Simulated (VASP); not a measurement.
A run of VASP 6.6.1 is set up as follows.

Contents of INCAR:

```
ALGO = Fast
EDIFF = 1E-6
ENCUT = 520
GGA = PE
ISIF = 2
ISMEAR = 0
IVDW = 12
LASPH = True
LCHARG = True
LELF = True
LREAL = False
LVHAR = True
LWAVE = False
NBANDS = 14
NELM = 80
PREC = Accurate
SIGMA = 0.15
```

File KPOINTS:

```
k-points
0
Gamma
  18 18 4
```

File POSCAR:

```
Al
1.0
    2.8144222649      0.0000000000      0.0000000000
   -1.4072111325      2.4373611784      0.0000000000
    0.0000000000      0.0000000000      9.2410470711
Al
4
Direct
   -0.2468150496     -0.0622804701      0.0000000000
    0.3333333333      0.6666666667      0.2500000000
    0.2468150496      0.0622804701      0.5000000000
    0.6666666667      0.3333333333      0.7500000000
```

Potentials or basis: VASP PAW PBE potentials, release 64 (Al).

The run is started by

```sh
$ cat potpaw_PBE.64/Al/POTCAR > POTCAR
$ mpirun -np 1 vasp_std > vasp.out
```

**Question.** Estimate the dispersion energy per atom.

**Answer.** -0.351 eV.

**Question.** What does it give for the band gap on the k mesh?

**Answer.** Zero (bands 6 and 7 overlap by 5.49 eV).

Forces on the atoms (eV/Å):
```
Al   0.519  0.127 -0.263
Al  -0.198 -0.419  0.263
Al  -0.519 -0.127 -0.263
Al   0.198  0.419  0.263
```

Caveat: the cell differs from its parent crystal (atoms displaced along several vibrational modes).
